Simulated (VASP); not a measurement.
Input of a VASP 6.6.1 run:

The input POSCAR:

```
MgS
1.0
    0.0000000000      2.8022781169      2.8022781169
    2.8022781169      0.0000000000      2.8022781169
    2.8022781169      2.8022781169      0.0000000000
Mg S
1 1
Direct
    0.0000000000      0.0000000000      0.0000000000
    0.7500000000      0.7500000000      0.7500000000
```

The input INCAR.step1:

```
PREC     = Accurate       # precision mode
ENCUT    = 520            # plane-wave cutoff, eV
ISMEAR   = 0              # smearing method
SIGMA    = 0.01           # smearing width, eV
LREAL    = False          # projectors in reciprocal space
LASPH    = True           # aspherical terms in the spheres
NELM     = 60             # most SCF steps
NBANDS   = 11             # bands
GGA      = PE             # functional
ALGO     = Normal         # electronic algorithm
EDIFF    = 1E-4           # SCF threshold, eV
LWAVE    = True           # write WAVECAR
LCHARG   = False          # write CHGCAR
```

File INCAR.step2:

```
PREC     = Accurate       # precision mode
ENCUT    = 520            # plane-wave cutoff, eV
EDIFF    = 1E-6           # SCF threshold, eV
ISMEAR   = 0              # smearing method
SIGMA    = 0.01           # smearing width, eV
LREAL    = False          # projectors in reciprocal space
LASPH    = True           # aspherical terms in the spheres
NELM     = 60             # most SCF steps
ALGO     = Normal         # electronic algorithm
ISIF     = 2              # what is computed and relaxed
LWAVE    = False          # write WAVECAR
LCHARG   = True           # write CHGCAR
METAGGA  = R2SCAN         # meta-GGA
LMIXTAU  = True         
LELF     = True           # ELF
LVHAR    = True         
NBANDS   = 11             # bands
ISTART   = 1
```

The input KPOINTS:

```
regular mesh
0
Gamma
  6 6 6
```

Potentials or basis: VASP PAW PBE potentials, release 64 (Mg, S).

Launch:

```console
$ cat potpaw_PBE.64/Mg/POTCAR potpaw_PBE.64/S/POTCAR > POTCAR
$ cp INCAR.step1 INCAR
$ mpirun -np 1 vasp_std > vasp.out
$ cp INCAR.step2 INCAR
$ mpirun -np 1 vasp_std > vasp.out
```

(1) What does it give for the band gap on the k mesh?

(2) Predict the pressure.

## Answers

(1) 4.29 eV, direct.

(2) 1.7 GPa.

Caveat: the PAW data sets were made with another functional, which shifts forces and pressure a little.
